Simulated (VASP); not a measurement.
Write the native input for VASP 6.6.1 that does the following.

| Quantity | Value |
| --- | --- |
| Task | single point |
| Functional | HSE06 |
| Potentials or basis | VASP PAW PBE potentials, release 64 (Cs_sv, Br) |
| Cutoff | 400 eV |
| k mesh | 2 × 2 × 2 |
| Occupations | gaussian, width 0.01 eV |
| Spin | no spin polarisation |
| Dipole correction | no |
| Grid for exact exchange (PRECFOCK) | Normal |
| Further INCAR settings | ALGO = Normal; EDIFF = 1e-06; NBANDS = 15 |
| Screening parameter | 0.2079 1/Å |

The system is CsBr.

```xyz
2
Lattice="4.3194 0.0000 0.0000 0.0000 4.3194 0.0000 0.0000 0.0000 4.3194" Properties=species:S:1:pos:R:3 pbc="T T T"
Cs    0.0000    0.0000    0.0000
Br    2.1597    2.1597    2.1597
```

These files were run (other wordings do the same):

POSCAR

```
CsBr
1.0
    4.3193779122      0.0000000000      0.0000000000
    0.0000000000      4.3193779122      0.0000000000
    0.0000000000      0.0000000000      4.3193779122
Cs Br
1 1
Direct
    0.0000000000      0.0000000000      0.0000000000
    0.5000000000      0.5000000000      0.5000000000
```

INCAR.step1

```
PREC = Accurate ; ENCUT = 400
EDIFF = 1E-5 ; ISMEAR = 0
SIGMA = 0.01 ; LREAL = False
LASPH = True ; NELM = 120
ALGO = Normal ; ISIF = 2
LWAVE = True ; LCHARG = False
GGA = PE ; NBANDS = 15
GGA_COMPAT = False
```

INCAR.step2

```
PREC = Accurate ; ENCUT = 400
EDIFF = 1E-6 ; ISMEAR = 0
SIGMA = 0.01 ; LREAL = False
LASPH = True ; NELM = 120
ALGO = Normal ; ISIF = 2
LWAVE = False ; LCHARG = False
GGA = PE ; LHFCALC = True
HFSCREEN = 0.2079 ; PRECFOCK = Normal
ISTART = 1 ; NBANDS = 15
GGA_COMPAT = False
```

KPOINTS

```
Automatic mesh
0
Gamma
  2 2 2
```

Potentials or basis: VASP PAW PBE potentials, release 64 (Cs_sv, Br).

Run with:

```console
$ cat potpaw_PBE.64/Cs_sv/POTCAR potpaw_PBE.64/Br/POTCAR > POTCAR
$ cp INCAR.step1 INCAR
$ mpirun -np 1 vasp_std > vasp.out
$ cp INCAR.step2 INCAR
$ mpirun -np 1 vasp_std > vasp.out
```

Results of the run:

- Pressure: 0.9 GPa
- Band gap on the k mesh: 5.61 eV, indirect (the least direct gap lies 3.9 meV higher)

Caveat: the k points lie up to 0.73 Å⁻¹ apart; the PAW data sets were made with another functional, which shifts forces and pressure a little; spin-orbit coupling is left out, which moves the levels of the heavy elements.

Run time: 26 s on 1 thread of Intel(R) Xeon(R) Platinum 8488C (Sapphire Rapids) (shared host), peak memory 0.25 GiB.
